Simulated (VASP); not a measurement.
Set up this calculation in VASP 6.6.1, as the native input.

* Task: single point
* Functional: PBE
* Potentials or basis: VASP PAW PBE potentials, release 64 (P)
* Cutoff: 520 eV
* k mesh: 6 × 6 × 4
* Occupations: gaussian, width 0.1 eV
* Spin: no spin polarisation
* Dipole correction: no
* Further INCAR settings: ALGO = Normal; EDIFF = 1e-06; NBANDS = 12

The structure of P lies in POSCAR:

```
P
1.0
    4.0347473501     -0.0000000034      0.0000000000
   -2.0173736721      3.4941937047      0.0000000000
    0.0000000000      0.0000000000      2.5042967216
P
2
Direct
    0.3333333333      0.6666666667      0.0000000000
    0.6666666667      0.3333333333      0.0000000000
```

The cell was built from a structure type or drawn by symmetry, and may not be a known phase.

These files were run (other wordings do the same):

INCAR

```
ALGO = Normal
EDIFF = 1E-6
ENCUT = 520
GGA = PE
ISIF = 2
ISMEAR = 0
LASPH = T
LCHARG = F
LREAL = F
LWAVE = F
NBANDS = 12
NELM = 100
PREC = Accurate
SIGMA = 0.1
```

KPOINTS

```
k-points
0
Gamma
  6 6 4
```

Potentials or basis: VASP PAW PBE potentials, release 64 (P).

Launch:

```console
$ cat potpaw_PBE.64/P/POTCAR > POTCAR
$ mpirun -np 1 vasp_std > vasp.out
```

Results of the run:

```json
{
 "Pressure": "-0.2 GPa",
 "Band gap on the k mesh": "zero (bands 5 and 6 overlap by 5.09 eV)"
}
```

Caveat: the k points lie up to 0.63 Å⁻¹ apart, too coarse for converged energies and pressures of a metal.

Wall time 3.8 s on 1 thread of Intel(R) Xeon(R) 6975P-C (Granite Rapids) (shared host), peak memory 0.13 GiB.
